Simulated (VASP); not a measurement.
Input of a VASP 6.6.1 run:

Contents of INCAR:

```
SYSTEM = CdSe
PREC = Accurate ; ENCUT = 520
EDIFF = 1E-8 ; ISMEAR = -1
SIGMA = 0.08 ; LREAL = .False.
LASPH = .True. ; NELM = 80
ALGO = Normal ; ISIF = 2
LWAVE = .False. ; LCHARG = .False.
GGA = PE ; LEFG = .True.
NBANDS = 16
```

Contents of KPOINTS:

```
regular mesh
0
Gamma
  10 10 10
  0 0 0
```

POSCAR

```
CdSe
1.0
    0.0000000000      3.0980507512      3.0980507512
    3.0980507512      0.0000000000      3.0980507512
    3.0980507512      3.0980507512      0.0000000000
Cd Se
1 1
Direct
    0.0000000000      0.0000000000      0.0000000000
    0.2370886557      0.2629113443      0.2629113443
```

Potentials or basis: VASP PAW PBE potentials, release 64 (Cd, Se).

Run with:

```bash
$ cat potpaw_PBE.64/Cd/POTCAR potpaw_PBE.64/Se/POTCAR > POTCAR
$ mpirun -np 1 vasp_std > vasp.out
```

(1) What does it give for the largest force?

(2) Predict the band gap on the k mesh.

(3) What does it give for the pressure?

Results:

(1) 0.334 eV/Å.

(2) 0.46 eV.

(3) 0.4 GPa.

Caveat: the cell differs from its parent crystal (atom 2 (Se) moved by [0.08, 0.0, 0.0] A); without QUAD_EFG the Cq values of the log hold for a quadrupole moment of 1 mb, not for the nuclei.
